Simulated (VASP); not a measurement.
Set up this calculation in VASP 6.6.1, as the native input.

```
Task                   : relaxation of cell and atoms
Functional             : PBE
Potentials or basis    : VASP PAW PBE potentials, release 64 (Si, C)
Cutoff                 : 600 eV
k mesh                 : 12 × 12 × 4
Occupations            : gaussian, width 0.1 eV
Spin                   : no spin polarisation
Dipole correction      : no
Further INCAR settings : ALGO = Normal; EDIFF = 1e-06; IBRION = 2; EDIFFG = -0.01; NSW = 100; ISIF = 3
```

The structure of Si2C lies in POSCAR:

```
Si2C
1.0
    3.0131157135      0.0000000000      0.0000000000
   -1.5065578567      2.6094347524      0.0000000000
    0.0000000000      0.0000000000      9.8863457647
Si C
4 2
Direct
    0.3333333333      0.6666666667      0.0000000000
    0.3333333333      0.6666666667      0.2410092509
    0.3333333333      0.6666666667      0.7589907491
    0.6666666667      0.3333333333      0.5000000000
    0.6666666667      0.3333333333      0.3036227426
    0.6666666667      0.3333333333      0.6963772574
```

The input as run:

INCAR

```
SYSTEM = Si2C
  PREC = Accurate
  ENCUT = 600
  EDIFF = 1E-6
  ISMEAR = 0
  SIGMA = 0.1
  LREAL = .False.
  LASPH = .True.
  NELM = 60
  ALGO = Normal
  ISIF = 3
  LWAVE = .False.
  LCHARG = .False.
  GGA = PE
  IBRION = 2
  NSW = 100
  EDIFFG = -0.01
```

KPOINTS

```
regular mesh
0
Gamma
  12 12 4
  0 0 0
```

Potentials or basis: VASP PAW PBE potentials, release 64 (Si, C).

Launch:

```bash
$ cat potpaw_PBE.64/Si/POTCAR potpaw_PBE.64/C/POTCAR > POTCAR
$ mpirun -np 1 vasp_std > vasp.out
```

It gave:

- Relaxed volume: 12.95 Å³/atom
- Relaxed cell: a = 3.013 Å, b = 3.013 Å, c = 9.883 Å, α = 90.00°, β = 90.00°, γ = 120.00°
- Space group after relaxing (to 0.05 Å): P-6m2 (No. 187)
- Energy gained by relaxing: 0.0 meV/atom
- Ionic steps: 3
- Pressure after relaxing: 0.0 GPa
- Largest force after relaxing: 0.004 eV/Å
- Band gap on the k mesh: zero (band 12 reaches 11.31 eV, above the bottom of band 13 at 6.58 eV)

Run time: 100 s on 1 thread of Intel(R) Xeon(R) Platinum 8488C (Sapphire Rapids), with other jobs on the host, peak memory 0.24 GiB.
